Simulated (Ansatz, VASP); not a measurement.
**Two plane-wave programs on BH3**

```
B H
1.0
    15.00000    0.00000    0.00000
     0.00000   15.50000    0.00000
     0.00000    0.00000   16.00000
B H
1 3
Cartesian
  7.5000 7.7500 8.0000
  8.6977 7.7419 7.9772
  6.9087 8.7912 8.0382
  6.8935 6.7170 7.9847
```

Alike in both runs: functional PBE; dispersion D3(BJ); k mesh 1 × 1 × 1; occupations gaussian, width 0.005 eV; no spin polarisation.

Ansatz relaxed the structure, and its values are those at the end. VASP's run is a single point on that final structure, the one shown.

|  | VASP | Ansatz |
| --- | --- | --- |
| version | VASP 6.6.1 | Ansatz 0.2.0 |
| potentials or method | VASP PAW PBE potentials, release 64 (B, H), cutoff 420 eV | scalar-relativistic, plane waves, PAW |
| valence electrons in the cell | 6 | 6 |

VASP gave:

| Item | Value |
| --- | --- |
| gap on the k mesh at the Fermi level (eV) | 5.41 |
| rms of the force components (eV/Å) | 0.010 |

**Question.** Estimate Ansatz's values.

**Answer.** gap on the k mesh at the Fermi level (eV): 5.40; rms of the force components (eV/Å): 0.003.
